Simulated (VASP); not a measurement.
## ZrGeIr: single point with PBEsol

System: ZrGeIr.

```
Zr Ge Ir
1.0
     7.65455    0.28399   -0.07218
     0.28399    7.22421   -0.09621
    -0.07218   -0.09621    7.26864
Zr Ge Ir
7 7 7
Direct
  0.40657 0.61521 0.53524
  0.98748 0.04874 0.10272
  0.83937 0.36485 0.78387
  0.94692 0.69702 0.53847
  0.26584 0.30323 0.91072
  0.26730 0.96117 0.68688
  0.07862 0.26565 0.44212
  0.49865 0.67368 0.89871
  0.64451 0.26491 0.08319
  0.01352 0.48524 0.15136
  0.71547 0.45204 0.44460
  0.41495 0.18341 0.32702
  0.18672 0.81321 0.30094
  0.62306 0.86036 0.23184
  0.15894 0.71432 0.90388
  0.78978 0.09208 0.41398
  0.85087 0.72144 0.98558
  0.60432 0.97614 0.90024
  0.37706 0.53112 0.20521
  0.52162 0.20668 0.65889
  0.91841 0.98308 0.73988
```

```yaml
Program: VASP 6.6.1
Task: single point
Functional: PBEsol
Potentials_or_basis: VASP PAW PBE potentials, release 64 (Zr_sv, Ge_d, Ir)
Cutoff: 410 eV
k_mesh: 1 × 1 × 1, shifted
Occupations: fermi-dirac, width 0.05 eV
Spin: no spin polarisation
```

The pressure is -2.6 GPa, the largest force is 2.415 eV/Å and the band gap on the k mesh is zero (an odd number of electrons rules out a gap without spin polarisation).

Forces in eV/Å, atoms in the order of the input:
```
Zr  -0.012 -1.125  0.778
Zr  -0.574  0.160 -0.116
Zr  -0.116 -0.297  1.112
Zr   0.113  0.364  0.215
Zr   0.973  1.388 -0.112
Zr   0.405  0.088  0.814
Zr  -0.532  0.728  0.647
Ge   0.001 -1.074  0.847
Ge  -0.431  0.368  0.462
Ge   0.426 -0.616  0.176
Ge  -0.074 -1.057 -0.732
Ge   0.318 -0.255  0.380
Ge   0.650  0.327 -0.242
Ge   0.347 -0.529 -0.046
Ir   1.410 -0.625 -0.449
Ir  -0.275  0.591  0.369
Ir  -2.267 -0.194 -0.707
Ir  -0.264  0.531 -0.276
Ir   0.147 -1.040 -2.175
Ir  -0.822  1.855 -0.643
Ir   0.577  0.413 -0.301
```

Stress tensor (GPa, compression positive):
```
-4.03  0.59 -1.16
 0.59 -1.52  1.60
-1.16  1.60 -2.26
```

Levels at points of the mesh, in eV from the Fermi level:
```csv
k point,band 118,band 119,band 120,band 121,band 122,band 123,band 124,band 125,band 126,band 127
"(0.25, 0.25, 0.25)",-0.57,-0.52,-0.43,-0.28,-0.12,0.00,0.12,0.21,0.27,0.40
```

Wall time 110 s on 1 thread of Intel(R) Xeon(R) Platinum 8488C (Sapphire Rapids), on a shared host, peak memory 0.36 GiB.

Caveat: the atoms stand as in a frame of molecular dynamics; the PAW data sets were made with another functional, which shifts forces and pressure a little; spin-orbit coupling is left out, which moves the levels of the heavy elements.
